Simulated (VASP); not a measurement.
Wanted: the native input for a VASP 6.6.1 run.

| Quantity | Value |
| --- | --- |
| Task | single point |
| Functional | PBEsol |
| Potentials or basis | VASP PAW PBE potentials, release 64 (O, H, C) |
| Cutoff | 520 eV |
| k mesh | 1 × 1 × 1 |
| Occupations | fermi-dirac, width 0.02 eV |
| Spin | no spin polarisation |
| Dipole correction | no |
| Further INCAR settings | ALGO = Normal; EDIFF = 1e-06; NBANDS = 49 |

The structure of H16CO7 lies in POSCAR:

```
H16CO7
1.0
    5.8245490000      0.0000000000      0.0000000000
    0.0000000000      5.8245490000      0.0000000000
    0.0000000000      0.0000000000      5.8245490000
O H C
7 16 1
Direct
    0.6874180301      0.8613027378      0.8112731132
    0.6465393286      0.2600029633      0.9830289006
    0.4848787434      0.5490038800      0.4606880292
    0.0764179338      0.8977347431      0.5112155465
    0.5051549914      0.9635252446      0.2988385882
    0.2209098078      0.2763475764      0.7024406525
   -0.0117262298      0.5128980802      0.9562628798
    0.7737766478      0.7299620966      0.8627964157
    0.7111451891      1.0071681086      0.8935799149
    0.7688492276      0.3893520340      0.9968497132
    0.5265128682      0.2958340637      0.8651485291
    0.5190101414      0.5616743889      0.2998172047
    0.4953516573      0.7079689775      0.5070263809
   -0.0825643324      0.9312308987      0.5569014871
    0.1255547854      0.7271635967      0.5146492887
    0.3380519247      0.9795093148      0.2915075485
    0.5722331463      1.0797402511      0.2069001394
    0.3199389343      0.3395284339      0.5756497198
    0.1916371551      0.1179490464      0.6338859884
    0.0828562005      0.8758446362      0.9535330547
    0.0654642960      0.4163240793      0.8211622908
    0.1984874709      0.6826966345      1.1956462208
    0.3049163120      0.6780954199      0.9099760342
    0.1484235088      0.6963285913      1.0024810505
```

These files were run (other wordings do the same):

INCAR

```
ALGO = Normal
EDIFF = 1E-6
ENCUT = 520
GGA = PS
GGA_COMPAT = F
ISIF = 2
ISMEAR = -1
LASPH = T
LCHARG = T
LELF = T
LREAL = F
LVHAR = T
LWAVE = F
NBANDS = 49
NELM = 120
PREC = Accurate
SIGMA = 0.02
```

KPOINTS

```
k-points
0
Gamma
  1 1 1
```

Potentials or basis: VASP PAW PBE potentials, release 64 (O, H, C).

Command:

```bash
$ cat potpaw_PBE.64/O/POTCAR potpaw_PBE.64/H/POTCAR potpaw_PBE.64/C/POTCAR > POTCAR
$ mpirun -np 1 vasp_gam > vasp.out
```

It gave:

```
Pressure      : 0.9 GPa
Largest force : 2.586 eV/Å
```

Caveat: the k points lie up to 1.08 Å⁻¹ apart, too coarse for converged energies, forces and pressures; the atoms stand as in a frame of molecular dynamics; the PAW data sets were made with another functional, which shifts forces and pressure a little.

Wall time 51 s on 1 thread of Intel Xeon 8259CL, on a shared host, peak memory 0.27 GiB.
